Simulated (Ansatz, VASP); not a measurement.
## BaHfO3: VASP beside Ansatz

```xyz
5
Lattice="4.2066 0.0000 0.0000 0.0000 4.2066 0.0000 0.0000 0.0000 4.2066" Properties=species:S:1:pos:R:3 pbc="T T T"
Ba    0.0000    0.0000    0.0000
Hf    2.1033    2.1033    2.1033
O     2.1033    2.1033    0.0000
O     0.0000    2.1033    2.1033
O     2.1033    0.0000    2.1033
```

Alike in both runs: functional PBE; k mesh 6 × 6 × 6; occupations gaussian, width 0.02 eV; no spin polarisation.

Ansatz relaxed the structure, and its values are those at the end. VASP's run is a single point on that final structure, the one shown.

|  | VASP | Ansatz |
| --- | --- | --- |
| version | VASP 6.6.1 | Ansatz 0.2.0 |
| potentials or method | VASP PAW PBE potentials, release 64 (Ba_sv, Hf_pv, O), cutoff 600 eV | scalar-relativistic, plane waves, PAW |
| valence electrons in the cell | 38 | 54 |

```csv
,VASP,Ansatz,Ansatz less VASP
gap on the k mesh at the Fermi level (eV),3.54,3.62,+0.089
least direct gap on the mesh (eV),3.78,3.76,-0.016
pressure (GPa),-0.8,0.0,+0.77
```

With one functional, cell and mesh, what is left measures potentials, basis and numerics. VASP's potentials hold 38 valence electrons a cell and Ansatz's 54, so a difference there can come from the potentials and not from the codes.

Spin-orbit coupling is off throughout.
